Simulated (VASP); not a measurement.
# TiN (rocksalt type) (Fm-3m) in VASP: a series of runs

TiN (rocksalt type) is run at these levels: PBE; tasks: single point, relaxation of cell and atoms.

Program: VASP 6.6.1. These are calculated values, not measurements. Logs are shortened: lines on timing, memory, paths and dates and some standing lists are left out, and cuts for length are marked.

**1. The cell of the first run**

The structure is cubic, space group Fm-3m (No. 225). Conventional cell: a = 4.247 Å, b = 4.247 Å, c = 4.247 Å, α = 90.00°, β = 90.00°, γ = 90.00°. Ti (site symmetry m-3m) has 6 N at 2.12 Å within 2.8 Å. Within 2.8 Å of N (site symmetry m-3m) lie 6 Ti at 2.12 Å.

**2. Single point, PBE**

Input file INCAR:

```
PREC     = Accurate       # precision mode
ENCUT    = 520            # plane-wave cutoff, eV
EDIFF    = 1E-7           # SCF threshold, eV
ISMEAR   = -1             # smearing method
SIGMA    = 0.08           # smearing width, eV
LREAL    = F              # projectors in reciprocal space
LASPH    = T              # aspherical terms in the spheres
NELM     = 80             # most SCF steps
ALGO     = Normal         # electronic algorithm
ISIF     = 2              # what is computed and relaxed
LWAVE    = F              # write WAVECAR
LCHARG   = F              # write CHGCAR
GGA      = PE             # functional
NBANDS   = 16             # bands
```

Input file KPOINTS:

```
regular mesh
0
Gamma
  17 17 17
```

Input file POSCAR:

```
TiN
1.0
    0.0000000000      2.1236374923      2.1236374923
    2.1236374923      0.0000000000      2.1236374923
    2.1236374923      2.1236374923      0.0000000000
Ti N
1 1
Direct
    0.0000000000      0.0000000000      0.0000000000
    0.5000000000      0.5000000000      0.5000000000
```

Potentials or basis: VASP PAW PBE potentials, release 64 (Ti_sv, N).

Command:

```sh
$ cat potpaw_PBE.64/Ti_sv/POTCAR potpaw_PBE.64/N/POTCAR > POTCAR
$ mpirun -np 1 vasp_std > vasp.out
```

OUTCAR:

```text
PREC = Accurate
   ENCUT = 520
   EDIFF = 1E-7
   ISMEAR = -1
   LREAL = F
   LASPH = T
   NELM = 80
   ISIF = 2
   GGA = PE

 ion  position               nearest neighbor table
   1  0.000  0.000  0.000-   2 2.12   2 2.12   2 2.12   2 2.12   2 2.12   2 2.12
   2  0.500  0.500  0.500-   1 2.12   1 2.12   1 2.12   1 2.12   1 2.12   1 2.12

  LATTYP: Found a face centered cubic cell.
 ALAT       =     4.2472749846

  Lattice vectors:

 A1 = (   0.0000000000,   2.1236374923,   2.1236374923)
 A2 = (   2.1236374923,   0.0000000000,   2.1236374923)
 A3 = (   2.1236374923,   2.1236374923,   0.0000000000)

Analysis of symmetry for initial positions (statically):
=====================================================================
 Subroutine PRICEL returns:
 Original cell was already a primitive cell.

 Routine SETGRP: Setting up the symmetry group for a
 face centered cubic supercell.

 Subroutine GETGRP returns: Found 48 space group operations
 (whereof 48 operations were pure point group operations)
 out of a pool of 48 trial point group operations.

The static configuration has the point symmetry O_h .

Analysis of symmetry for dynamics (positions and initial velocities):
=====================================================================
 Subroutine PRICEL returns:
 Original cell was already a primitive cell.

 Routine SETGRP: Setting up the symmetry group for a
 face centered cubic supercell.

 Subroutine GETGRP returns: Found 48 space group operations
 (whereof 48 operations were pure point group operations)
 out of a pool of 48 trial point group operations.

The dynamic configuration has the point symmetry O_h .

 Subroutine INISYM returns: Found 48 space group operations
 (whereof 48 operations are pure point group operations),
 and found     1 'primitive' translations

----------------------------------------------------------------------------------------

                                     Primitive cell

  volume of cell :      19.1545

  direct lattice vectors                    reciprocal lattice vectors
     0.000000000  2.123637492  2.123637492    -0.235445080  0.235445080  0.235445080
     2.123637492  0.000000000  2.123637492     0.235445080 -0.235445080  0.235445080
     2.123637492  2.123637492  0.000000000     0.235445080  0.235445080 -0.235445080

  length of vectors
     3.003276943  3.003276943  3.003276943     0.407802842  0.407802842  0.407802842

  position of ions in fractional coordinates (direct lattice)
     0.000000000  0.000000000  0.000000000
     0.500000000  0.500000000  0.500000000

  ion indices of the primitive-cell ions
   primitive index   ion index
                 1           1
                 2           2

----------------------------------------------------------------------------------------

 KPOINTS: regular mesh

Automatic generation of k-mesh.
 Grid dimensions read from file:
 generate k-points for:   17   17   17

 Generating k-lattice:

  Cartesian coordinates                     Fractional coordinates (reciprocal lattice)
    -0.013849711  0.013849711  0.013849711     0.058823529  0.000000000  0.000000000
     0.013849711 -0.013849711  0.013849711     0.000000000  0.058823529  0.000000000
     0.013849711  0.013849711 -0.013849711     0.000000000  0.000000000  0.058823529

  Length of vectors
     0.023988402  0.023988402  0.023988402

  Shift w.r.t. Gamma in fractional coordinates (k-lattice)
     0.000000000  0.000000000  0.000000000

 Subroutine IBZKPT returns following result:
 ===========================================

 Found    165 irreducible k-points:

 Following reciprocal coordinates:
            Coordinates               Weight
  0.000000  0.000000  0.000000      1.000000
  0.058824  0.000000  0.000000      8.000000
  0.117647  0.000000  0.000000      8.000000
  0.176471  0.000000  0.000000      8.000000
  0.235294  0.000000  0.000000      8.000000
  0.294118  0.000000  0.000000      8.000000
[... 16 lines left out ...]
 -0.176471  0.058824  0.000000     24.000000
 -0.117647  0.058824  0.000000     24.000000
 [... further k-points ...]
   k-points           NKPTS =    165   k-points in BZ     NKDIM =    165   number of bands    NBANDS=     16
   number of dos      NEDOS =    301   number of ions     NIONS =      2
   total plane-waves  NPLWV =  13824
   dimension x,y,z NGX =    24 NGY =   24 NGZ =   24
   dimension x,y,z NGXF=    48 NGYF=   48 NGZF=   48
   ions per type =               1   1
   NGX,Y,Z   is equivalent  to a cutoff of  13.29, 13.29, 13.29 a.u.
   NGXF,Y,Z  is equivalent  to a cutoff of  26.57, 26.57, 26.57 a.u.
 SYSTEM =  unknown system
   PREC   = accura    normal or accurate (medium, high low for compatibility)
   ISTART =      0    job   : 0-new  1-cont  2-samecut
   ICHARG =      2    charge: 1-file 2-atom 10-const
   ISPIN  =      1    spin polarized calculation?
   LNONCOLLINEAR =      F non collinear calculations
   LSORBIT =      F    spin-orbit coupling
   LASPH  =      T    aspherical Exc in radial PAW
   ENCUT  =  520.0 eV  38.22 Ry    6.18 a.u.   5.58  5.58  5.58*2*pi/ulx,y,z
   NELM   =     80;   NELMIN=  2; NELMDL= -5     # of ELM steps
   EDIFF  = 0.1E-06   stopping-criterion for ELM
   LREAL  =      F    real-space projection
   EDIFFG = 0.1E-05   stopping-criterion for IOM
   NSW    =      0    number of steps for IOM
   IBRION =     -1    ionic relax: 0-MD 1-quasi-New 2-CG
   NFREE  =      0    steps in history (QN), initial steepest desc. (CG)
   ISIF   =      2    stress and relaxation
   ISYM   =      2    0-nonsym 1-usesym 2-fastsym
   POTIM  = 0.5000    time-step for ionic-motion
   TEBEG  =    0.0;   TEEND  =   0.0 temperature during run
   PSTRESS=    0.0 pullay stress
   NELECT =      17.0000    total number of electrons
   NUPDOWN=      -1.0000    fix difference up-down
   EMIN   =  10.00;   EMAX   =-10.00  energy-range for DOS
   EFERMI =   0.00;   METHOD = LEGACY
   ISMEAR =    -1;   SIGMA  =   0.08  broadening in eV -4-tet -1-fermi 0-gaus
   EFERMI_NEDOS =   21; number of points for ismear=-14 and -15
   IALGO  =     38    algorithm
   IMIX   =      4    mixing-type and parameters
     AMIX     =   0.40;   BMIX     =  1.00
     AMIX_MAG =   1.60;   BMIX_MAG =  1.00
  volume/ion in A,a.u.               =       9.58        64.63
  Fermi-wavevector in a.u.,A,eV,Ry     =   1.573261  2.973032 33.676459  2.475150
  Thomas-Fermi vector in A             =   2.674572
   LORBIT       =      0    0 simple, 1 ext, 2 COOP (PROOUT), +10 PAW based schemes
   GGA     = PE    functional components
   LHFCALC =     F    Hartree Fock is set to
   AEXX    =    0.0000 exact exchange contribution
   IVDW    =     0    specifies the selected vdW correction
   LEPSILON=     F    determine dielectric tensor
   LRPA    =     F    only Hartree local field effects (RPA)
 non-spin polarized calculation
  energy-cutoff  :      520.00
  volume of cell :       19.15
 maximum number of plane-waves:       534
   NGX = 11   NGY = 11   NGZ = 11

 number of electron      17.0000002 magnetization

 Free energy of the ion-electron system (eV)
  ---------------------------------------------------
  ext. energy  EPLUGINS =         0.00000000
  ---------------------------------------------------
  free energy    TOTEN  =       -19.64594821 eV

  energy without entropy =      -19.62820683  energy(sigma->0) =      -19.63707752

 E-fermi :  11.3949     XC(G=0): -12.9981

 val. band max:       11.3938624737   @ k =  -0.1176   0.0588   0.0000
 cond. band min:      11.4047019081   @ k =   0.1765   0.0000   0.0000
 fundamental gap:      0.0108394344
 Fermi energy:        11.3948630353

 k-point     1 :       0.0000    0.0000    0.0000
  band No.  band energies     occupation
      1     -46.4809      2.00000
      2     -22.4632      2.00000
      3     -22.4632      2.00000
      4     -22.4632      2.00000
      5      -5.6819      2.00000
      6       9.3575      2.00000
[... 8 lines left out ...]
     15      24.5574      0.00000
     16      31.0853      0.00000

 k-point     2 :       0.0588    0.0000    0.0000
  band No.  band energies     occupation
      1     -46.4777      2.00000
      2     -22.4857      2.00000
      3     -22.4651      2.00000
      4     -22.4651      2.00000
      5      -5.6148      2.00000
      6       8.9561      2.00000
[... 8 lines left out ...]
     15      24.6088      0.00000
     16      30.9949      0.00000

 k-point     3 :       0.1176    0.0000    0.0000
  band No.  band energies     occupation
      1     -46.4686      2.00000
      2     -22.5496      2.00000
      3     -22.4705      2.00000
      4     -22.4705      2.00000
      5      -5.4191      2.00000
      6       8.1097      2.00000
[... 8 lines left out ...]
     15      24.6739      0.00000
     16      30.6794      0.00000

 k-point     4 :       0.1765    0.0000    0.0000
  band No.  band energies     occupation
      1     -46.4547      2.00000
      2     -22.6453      2.00000
      3     -22.4786      2.00000
      4     -22.4786      2.00000
      5      -5.1117      2.00000
      6       7.1200      2.00000
[... 8 lines left out ...]
     15      24.5768      0.00000
     16      30.0540      0.00000

 k-point     5 :       0.2353    0.0000    0.0000
  band No.  band energies     occupation
      1     -46.4379      2.00000
      2     -22.7586      2.00000
      3     -22.4884      2.00000
      4     -22.4884      2.00000
      5      -4.7199      2.00000
      6       6.1122      2.00000
[... 8 lines left out ...]
     15      24.3217      0.00000
     16      29.1420      0.00000

 k-point     6 :       0.2941    0.0000    0.0000
  band No.  band energies     occupation
      1     -46.4205      2.00000
      2     -22.8738      2.00000
      3     -22.4984      2.00000
      4     -22.4984      2.00000
      5      -4.2812      2.00000
      6       5.1651      2.00000
[... 8 lines left out ...]
     15      24.1888      0.00000
     16      28.1079      0.00000
[... 267 lines left out ...]
 k-point    21 :      -0.2941    0.0588    0.0000
  band No.  band energies     occupation
      1     -46.4132      2.00000
      2     -22.9069      2.00000
      3     -22.5252      2.00000
      4     -22.4945      2.00000
      5      -4.1174      2.00000
      6       4.8600      2.00000
[... 8 lines left out ...]
     15      24.1894      0.00000
     16      27.3021      0.00000

 k-point    22 :      -0.2353    0.0588    0.0000
  band No.  band energies     occupation
      1     -46.4300      2.00000
      2     -22.7981      2.00000
      3     -22.5152      2.00000
      4     -22.4835      2.00000
      5      -4.5460      2.00000
      6       5.7155      2.00000
[... 8 lines left out ...]
     15      24.2474      0.00000
     16      28.1554      0.00000

 k-point    23 :      -0.1765    0.0588    0.0000
  band No.  band energies     occupation
      1     -46.4470      2.00000
      2     -22.6864      2.00000
      3     -22.5031      2.00000
      4     -22.4740      2.00000
      5      -4.9460      2.00000
      6       6.6390      2.00000
[... 8 lines left out ...]
     15      24.5140      0.00000
     16      28.9994      0.00000

 k-point    24 :      -0.1176    0.0588    0.0000
  band No.  band energies     occupation
      1     -46.4618      2.00000
      2     -22.5875      2.00000
      3     -22.4902      2.00000
      4     -22.4672      2.00000
      5      -5.2762      2.00000
      6       7.5577      2.00000
[... 8 lines left out ...]
     15      24.6881      0.00000
     16      29.7716      0.00000

 [... further k-points ...]
[... 5 lines left out ...]
  --------------------------------------------------------------------------------------
  -------------------------------------------------------------------------------------
  Total        0.0554392      0.0554392      0.0554392      0.0000000     -0.0000000      0.0000000
  in kB        4.6372070      4.6372070      4.6372070      0.0000000     -0.0000000      0.0000000
  external PRESSURE =       4.6372070 kB  Pullay stress =       0.0000000 kB

 VOLUME and BASIS-vectors are now :
 -----------------------------------------------------------------------------
  energy-cutoff  :      520.00
  volume of cell :       19.15
      direct lattice vectors                 reciprocal lattice vectors
     0.000000000  2.123637492  2.123637492    -0.235445080  0.235445080  0.235445080
     2.123637492  0.000000000  2.123637492     0.235445080 -0.235445080  0.235445080
     2.123637492  2.123637492  0.000000000     0.235445080  0.235445080 -0.235445080

 POSITION                                       TOTAL-FORCE (eV/Angst)
 -----------------------------------------------------------------------------------
      0.00000      0.00000      0.00000         0.000000      0.000000      0.000000
      2.12364      2.12364      2.12364         0.000000     -0.000000      0.000000
 -----------------------------------------------------------------------------------
    total drift:                                0.000000     -0.000000     -0.000000

  FREE ENERGIE OF THE ION-ELECTRON SYSTEM (eV)
  ---------------------------------------------------
  free  energy   TOTEN  =       -19.6459482072 eV

  energy  without entropy=      -19.6282068257  energy(sigma->0) =      -19.63707752
```

Wall time 35 s (1 thread of Intel Xeon Platinum 8488C (Sapphire Rapids), shared host); peak memory 0.17 GiB.

Results:

| Item | Value |
| --- | --- |
| Free energy | -19.6459 eV |
| Pressure | 0.5 GPa |

Levels at points of the mesh, in eV from the Fermi level:
| k point | band 5 | band 6 | band 7 | band 8 | band 9 | band 10 | band 11 | band 12 | band 13 | band 14 |
| --- | --- | --- | --- | --- | --- | --- | --- | --- | --- | --- |
| (0.00, 0.00, 0.00) | -17.08 | -2.04 | -2.04 | -2.04 | -0.61 | -0.61 | -0.61 | 0.57 | 0.57 | 5.36 |

**3. Relaxation of cell and atoms, PBE**

This run uses another cell than the first one, of 10.00 Å³/atom, 1.044 times its volume.

Input file INCAR:

```
SYSTEM = TiN
PREC = Accurate
ENCUT = 600
EDIFF = 1E-7
ISMEAR = -1
SIGMA = 0.08
LREAL = .FALSE.
LASPH = .TRUE.
NELM = 60
ALGO = Normal
ISIF = 3
LWAVE = .FALSE.
LCHARG = .FALSE.
GGA = PE
IBRION = 2
NSW = 60
EDIFFG = -0.005
```

Input file KPOINTS:

```
Automatic mesh
0
G
  17 17 17
  0 0 0
```

Input file POSCAR:

```
TiN
1.0
    0.0000000000      2.1544346900      2.1544346900
    2.1544346900      0.0000000000      2.1544346900
    2.1544346900      2.1544346900      0.0000000000
Ti N
1 1
Direct
    0.0000000000      0.0000000000      0.0000000000
    0.5000000000      0.5000000000      0.5000000000
```

Potentials or basis: VASP PAW PBE potentials, release 64 (Ti_sv, N).

Command:

```sh
$ cat potpaw_PBE.64/Ti_sv/POTCAR potpaw_PBE.64/N/POTCAR > POTCAR
$ mpirun -np 1 vasp_std > vasp.out
```

Wall time 82 s (1 thread of Intel Xeon Platinum 8488C (Sapphire Rapids), shared host); peak memory 0.19 GiB.

It converged, with:

* Free energy: -19.6491 eV
* Relaxed volume: 9.59 Å³/atom
* Relaxed cell: a = 3.004 Å, b = 3.004 Å, c = 3.004 Å, α = 60.00°, β = 60.00°, γ = 60.00°
* Space group after relaxing (to 0.05 Å): Fm-3m (No. 225)
* Energy gained by relaxing: 14.2 meV/atom
* Ionic steps: 4
* Pressure after relaxing: 0.1 GPa

Step by step:
```csv
step,energy change (eV),largest force (eV/Å),pressure (GPa),volume (Å³)
1,0.0000,0.0000,-10.60,20.00
2,0.0241,0.0000,17.11,18.15
3,-0.0283,0.0000,-0.15,19.19
4,-0.0283,0.0000,0.07,19.17
```

Final structure:
```xyz
2
Lattice="0.0000 2.1242 2.1242 2.1242 0.0000 2.1242 2.1242 2.1242 0.0000" Properties=species:S:1:pos:R:3 pbc="T T T"
Ti    4.2484    2.1242    2.1242
N     2.1242    2.1242    2.1242
```

Levels at points of the mesh, in eV from the Fermi level:
```
           k point  band 7  band 8  band 9  band 10  band 11  band 12
(0.00, 0.00, 0.00)   -2.04   -2.04   -0.61    -0.61    -0.61     0.57
```

(Part 1 of 2 ends here.)
